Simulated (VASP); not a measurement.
# ScIn3Rh (Pm-3m) in VASP: notebook, part 2 of 2

VASP 6.6.1.

### 3 Single point, PBE

This run uses another cell than the first one, of 25.70 Å³/atom.

The input, INCAR:

```
PREC = Accurate
ENCUT = 500
EDIFF = 1E-6
ISMEAR = 0
SIGMA = 0.1
LREAL = F
LASPH = T
NELM = 120
ALGO = Normal
ISIF = 2
LWAVE = F
LCHARG = F
GGA = PE
NBANDS = 40
GGA_COMPAT = F
```

The input, KPOINTS:

```
Automatic mesh
0
Gamma
  4 4 4
```

The input, POSCAR:

```
ScIn3Rh
1.0
    5.0463416253      0.0000000000      0.0000000000
    0.0000000000      5.0463416253      0.0000000000
    0.0000000000      0.0000000000      5.0463416253
Sc In Rh
1 3 1
Direct
    0.0000000000      0.0000000000      0.0000000000
    0.5000000000      0.5000000000      0.0000000000
    0.0000000000      0.5000000000      0.5000000000
    0.5000000000      0.0000000000      0.5000000000
    0.5000000000      0.5000000000      0.5000000000
```

Potentials or basis: VASP PAW PBE potentials, release 64 (Sc_sv, In_d, Rh_pv).

Launch:

```sh
> cat potpaw_PBE.64/Sc_sv/POTCAR potpaw_PBE.64/In_d/POTCAR potpaw_PBE.64/Rh_pv/POTCAR > POTCAR
> mpirun -np 1 vasp_std > vasp.out
```

Wall time 76 s (1 thread of Oxide Virtual Turin-like, shared host); peak memory 0.23 GiB.

Results (log left out):

```yaml
Free_energy: -21.1451 eV
Pressure: 0.2 GPa
Band_gap_on_the_k_mesh: zero (an odd number of electrons rules out a gap without spin polarisation)
```

Levels at points of the mesh, in eV from the Fermi level:
| k point | band 29 | band 30 | band 31 | band 32 | band 33 | band 34 | band 35 | band 36 |
| --- | --- | --- | --- | --- | --- | --- | --- | --- |
| (0.00, 0.00, 0.00) | -1.78 | -1.78 | -1.78 | -0.20 | -0.20 | 0.76 | 0.76 | 0.76 |
| (0.50, 0.00, 0.00) | -2.04 | -1.28 | -1.28 | -0.70 | 0.30 | 0.71 | 1.21 | 1.31 |
| (0.50, 0.50, 0.00) | -2.67 | -2.67 | -1.09 | 0.25 | 0.25 | 0.77 | 0.83 | 0.84 |
| (0.50, 0.50, 0.50) | -3.74 | -3.21 | -3.21 | -0.37 | -0.37 | -0.37 | 0.15 | 0.95 |

Caveat: spin-orbit coupling is left out, which moves the levels of the heavy elements.

### 4 Relaxation of cell and atoms, PBE

The input, INCAR:

```
SYSTEM = ScIn3Rh
  PREC = Accurate
  ENCUT = 500
  EDIFF = 1E-7
  ISMEAR = 0
  SIGMA = 0.1
  LREAL = .False.
  LASPH = .True.
  NELM = 120
  ALGO = Normal
  ISIF = 3
  LWAVE = .False.
  LCHARG = .False.
  GGA = PE
  IBRION = 2
  NSW = 90
  EDIFFG = -0.04
  GGA_COMPAT = .False.
  NELMIN = 4
```

The input, KPOINTS:

```
Automatic mesh
0
Gamma
  4 4 4
  0 0 0
```

Changes to POSCAR since step 3:

```diff
@@ -2,5 +2,5 @@
 1.0
-    5.0463416253      0.0000000000      0.0000000000
-    0.0000000000      5.0463416253      0.0000000000
-    0.0000000000      0.0000000000      5.0463416253
+    4.4457403600      0.0000000000      0.0000000000
+    0.0000000000      4.4457403600      0.0000000000
+    0.0000000000      0.0000000000      4.4457403600
 Sc In Rh
```

Launch:

```sh
> cat potpaw_PBE.64/Sc_sv/POTCAR potpaw_PBE.64/In_d/POTCAR potpaw_PBE.64/Rh_pv/POTCAR > POTCAR
> mpirun -np 1 vasp_std > vasp.out
```

Wall time 3.4 min (1 thread of Oxide Virtual Turin-like, shared host); peak memory 0.17 GiB.

Results (log left out):

- Free energy: -21.1113 eV
- Relaxed volume: 25.67 Å³/atom
- Relaxed cell: a = 5.044 Å, b = 5.044 Å, c = 5.044 Å, α = 90.00°, β = 90.00°, γ = 90.00°
- Space group after relaxing (to 0.1 Å): Pm-3m (No. 221)
- Energy gained by relaxing: 1157.2 meV/atom
- Ionic steps: 5
- Pressure after relaxing: 0.1 GPa
- Band gap on the k mesh: zero (an odd number of electrons rules out a gap without spin polarisation)

The path:
| step | energy change (eV) | largest force (eV/Å) | pressure (GPa) | volume (Å³) |
| --- | --- | --- | --- | --- |
| 1 | 0.0000 | 0.0000 | 65.07 | 87.87 |
| 2 | -1.7163 | 0.0000 | -8.48 | 213.48 |
| 3 | -5.7532 | 0.0000 | -2.24 | 132.95 |
| 4 | -5.7794 | 0.0000 | -1.04 | 130.42 |
| 5 | -5.7859 | 0.0000 | 0.05 | 128.37 |

Final structure:
```xyz
5
Lattice="5.0445 0.0000 0.0000 0.0000 5.0445 0.0000 0.0000 0.0000 5.0445" Properties=species:S:1:pos:R:3 pbc="T T T"
Sc    0.0000    0.0000    0.0000
In    2.5222    2.5222    0.0000
In    0.0000    2.5222    2.5222
In    2.5222    0.0000    2.5222
Rh    2.5222    2.5222    2.5222
```

Levels at points of the mesh, in eV from the Fermi level:
```tsv
k point	band 29	band 30	band 31	band 32	band 33	band 34	band 35	band 36
(0.00, 0.00, 0.00)	-1.79	-1.79	-1.79	-0.20	-0.20	0.77	0.77	0.77
(0.50, 0.00, 0.00)	-2.04	-1.28	-1.28	-0.70	0.30	0.72	1.22	1.31
(0.50, 0.50, 0.00)	-2.68	-2.68	-1.09	0.25	0.25	0.77	0.83	0.85
(0.50, 0.50, 0.50)	-3.74	-3.22	-3.22	-0.37	-0.37	-0.37	0.15	0.96
```

Caveat: the volume moved by over 15 % at a fixed basis, so the end points are rough; spin-orbit coupling is left out, which moves the levels of the heavy elements.

### 5 Single point, PBE

This run uses another cell than the first one, of 25.94 Å³/atom.

The input, INCAR:

```
ALGO = Normal
EDIFF = 1E-6
ENCUT = 500
GGA = PE
GGA_COMPAT = False
ISIF = 2
ISMEAR = 0
LASPH = True
LCHARG = True
LELF = True
LREAL = False
LVHAR = True
LWAVE = False
NBANDS = 40
NELM = 120
PREC = Accurate
SIGMA = 0.1
```

The input, KPOINTS:

```
k-points
0
Gamma
  8 8 8
```

Changes to POSCAR since step 4:

```diff
@@ -2,5 +2,5 @@
 1.0
-    4.4457403600      0.0000000000      0.0000000000
-    0.0000000000      4.4457403600      0.0000000000
-    0.0000000000      0.0000000000      4.4457403600
+    5.0616422210      0.0000000000      0.0000000000
+    0.0000000000      5.0616422210      0.0000000000
+    0.0000000000      0.0000000000      5.0616422210
 Sc In Rh
```

Launch:

```sh
> cat potpaw_PBE.64/Sc_sv/POTCAR potpaw_PBE.64/In_d/POTCAR potpaw_PBE.64/Rh_pv/POTCAR > POTCAR
> mpirun -np 1 vasp_std > vasp.out
```

Wall time 4 min (1 thread of Oxide Virtual Turin-like, shared host); peak memory 0.3 GiB.

Results (log left out):

| Quantity | Value |
| --- | --- |
| Free energy | -21.1286 eV |
| Pressure | 0.0 GPa |
| Band gap on the k mesh | zero (an odd number of electrons rules out a gap without spin polarisation) |

Levels at points of the mesh, in eV from the Fermi level:
```
           k point  band 30  band 31  band 32  band 33  band 34  band 35
(0.00, 0.00, 0.00)    -1.73    -1.73    -0.18    -0.18     0.75     0.75
(0.50, 0.00, 0.00)    -1.23    -1.23    -0.68     0.30     0.70     1.19
(0.50, 0.50, 0.00)    -2.60    -1.05     0.25     0.25     0.75     0.82
(0.50, 0.50, 0.50)    -3.14    -3.14    -0.33    -0.33    -0.33     0.15
```

Caveat: spin-orbit coupling is left out, which moves the levels of the heavy elements.

### 6 Relaxation of cell and atoms, PBE

This run uses another cell than the first one, of 25.70 Å³/atom.

The input, INCAR:

```
SYSTEM = ScIn3Rh
PREC = Accurate ; ENCUT = 500
EDIFF = 1E-7 ; ISMEAR = 0
SIGMA = 0.1 ; LREAL = .False.
LASPH = .True. ; NELM = 120
ALGO = Normal ; ISIF = 3
LWAVE = .False. ; LCHARG = .False.
GGA = PE ; IBRION = 2
NSW = 100 ; EDIFFG = -0.01
GGA_COMPAT = .False. ; NELMIN = 4
```

The input, KPOINTS:

```
regular mesh
0
Gamma
  8 8 8
  0 0 0
```

Changes to POSCAR since step 5:

```diff
@@ -2,5 +2,5 @@
 1.0
-    5.0616422210      0.0000000000      0.0000000000
-    0.0000000000      5.0616422210      0.0000000000
-    0.0000000000      0.0000000000      5.0616422210
+    5.0463416253      0.0000000000      0.0000000000
+    0.0000000000      5.0463416253      0.0000000000
+    0.0000000000      0.0000000000      5.0463416253
 Sc In Rh
```

Potentials or basis: VASP PAW PBE potentials, release 64 (Sc_sv, In_d, Rh_pv).

Launch:

```sh
> cat potpaw_PBE.64/Sc_sv/POTCAR potpaw_PBE.64/In_d/POTCAR potpaw_PBE.64/Rh_pv/POTCAR > POTCAR
> mpirun -np 1 vasp_std > vasp.out
```

It took 10 min on 1 thread of Oxide Virtual Turin-like, shared host; peak memory 0.32 GiB.

The run converged. Its results:

```
Free energy                           : -21.1283 eV
Relaxed volume                        : 25.95 Å³/atom
Relaxed cell                          : a = 5.063 Å, b = 5.063 Å, c = 5.063 Å, α = 90.00°, β = 90.00°, γ = 90.00°
Space group after relaxing (to 0.1 Å) : Pm-3m (No. 221)
Energy gained by relaxing             : 0.5 meV/atom
Ionic steps                           : 3
Pressure after relaxing               : 0.0 GPa
Band gap on the k mesh                : zero (an odd number of electrons rules out a gap without spin polarisation)
```

Step by step:
| step | energy change (eV) | largest force (eV/Å) | pressure (GPa) | volume (Å³) |
| --- | --- | --- | --- | --- |
| 1 | 0.0000 | 0.0000 | 0.65 | 128.51 |
| 2 | -0.0018 | 0.0000 | -0.35 | 130.47 |
| 3 | -0.0025 | 0.0000 | 0.00 | 129.76 |

Final structure:
```
Sc In Rh
1.0
     5.06272    0.00000    0.00000
     0.00000    5.06272    0.00000
     0.00000    0.00000    5.06272
Sc In Rh
1 3 1
Direct
  0.00000 0.00000 0.00000
  0.50000 0.50000 0.00000
  0.00000 0.50000 0.50000
  0.50000 0.00000 0.50000
  0.50000 0.50000 0.50000
```

Levels at points of the mesh, in eV from the Fermi level:
```tsv
k point	band 30	band 31	band 32	band 33	band 34	band 35
(0.00, 0.00, 0.00)	-1.72	-1.72	-0.18	-0.18	0.75	0.75
(0.50, 0.00, 0.00)	-1.23	-1.23	-0.68	0.29	0.70	1.19
(0.50, 0.50, 0.00)	-2.60	-1.05	0.25	0.25	0.75	0.82
(0.50, 0.50, 0.50)	-3.13	-3.13	-0.33	-0.33	-0.33	0.15
```

Caveat: spin-orbit coupling is left out, which moves the levels of the heavy elements.

### 7 The runs side by side

| task | cell | k mesh | gap on the mesh (eV) | pressure (GPa) | relaxed volume (Å³/atom) |
| --- | --- | --- | --- | --- | --- |
| single point | a = 4.446 Å, 5 atoms | 4 × 4 × 4 | none | 65.1 | - |
| single point | a = 5.046 Å, 5 atoms | 4 × 4 × 4 | none | 0.2 | - |
| relaxation of cell and atoms | relaxed from a = 4.446 Å, 5 atoms | 4 × 4 × 4 | none | 0.1 | 25.67 |
| single point | a = 5.062 Å, 5 atoms | 8 × 8 × 8 | none | 0.0 | - |
| relaxation of cell and atoms | relaxed from a = 5.046 Å, 5 atoms | 8 × 8 × 8 | none | 0.0 | 25.95 |

Alike in all rows: level PBE; potentials or basis VASP PAW PBE potentials, release 64 (Sc_sv, In_d, Rh_pv); no spin polarisation; cutoff (eV) 500; smearing gaussian 0.1 eV.

Caveats: spin-orbit coupling is left out, which moves the levels of the heavy elements; the cell stands under pressure (at least some runs); the volume moved by over 15 % at a fixed basis, so the end points are rough (at least some runs).

Absolute energies hang on the potentials; compare differences alone.
